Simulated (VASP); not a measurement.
Here is a VASP 6.6.1 calculation.

The input POSCAR:

```
BaTiO3
1.0
    4.0379468039      0.0000000000      0.0000000000
    0.0000000000      2.8742319127      2.8825904778
    0.0000000000     -2.8742319127      2.8825904778
Ba Ti O
1 1 3
Direct
    0.0000000000      0.0000000000      0.0000000000
    0.5000000000      0.5124000000      0.5124000000
    0.0000000000      0.4874000000      0.4874000000
    0.5000000000      0.5052400000      0.9918400000
    0.5000000000      0.9918400000      0.5052400000
```

Contents of INCAR.step1:

```
PREC = Accurate
ENCUT = 520
ISMEAR = 0
SIGMA = 0.01
LREAL = F
LASPH = T
NELM = 100
NBANDS = 28
GGA = PE
ALGO = Normal
EDIFF = 1E-4
LWAVE = T
LCHARG = F
```

INCAR.step2

```
PREC = Accurate
ENCUT = 520
EDIFF = 1E-7
ISMEAR = 0
SIGMA = 0.01
LREAL = F
LASPH = T
NELM = 100
ALGO = Normal
ISIF = 2
LWAVE = F
LCHARG = T
METAGGA = R2SCAN
LMIXTAU = T
LELF = T
LVHAR = T
NBANDS = 28
ISTART = 1
```

KPOINTS

```
Automatic mesh
0
Gamma
  6 6 6
```

Potentials or basis: VASP PAW PBE potentials, release 64 (Ba_sv, Ti_sv, O).

The run is started by

```sh
$ cat potpaw_PBE.64/Ba_sv/POTCAR potpaw_PBE.64/Ti_sv/POTCAR potpaw_PBE.64/O/POTCAR > POTCAR
$ cp INCAR.step1 INCAR
$ mpirun -np 1 vasp_std > vasp.out
$ cp INCAR.step2 INCAR
$ mpirun -np 1 vasp_std > vasp.out
```

(1) Estimate the band gap on the k mesh.

(2) Predict the largest force.

(3) Estimate the pressure.

Results:

(1) 2.14 eV (least direct gap 2.40 eV).

(2) 0.397 eV/Å.

(3) -5.5 GPa.

Caveat: the cell stands under tension; the PAW data sets were made with another functional, which shifts forces and pressure a little; spin-orbit coupling is left out, which moves the levels of the heavy elements.
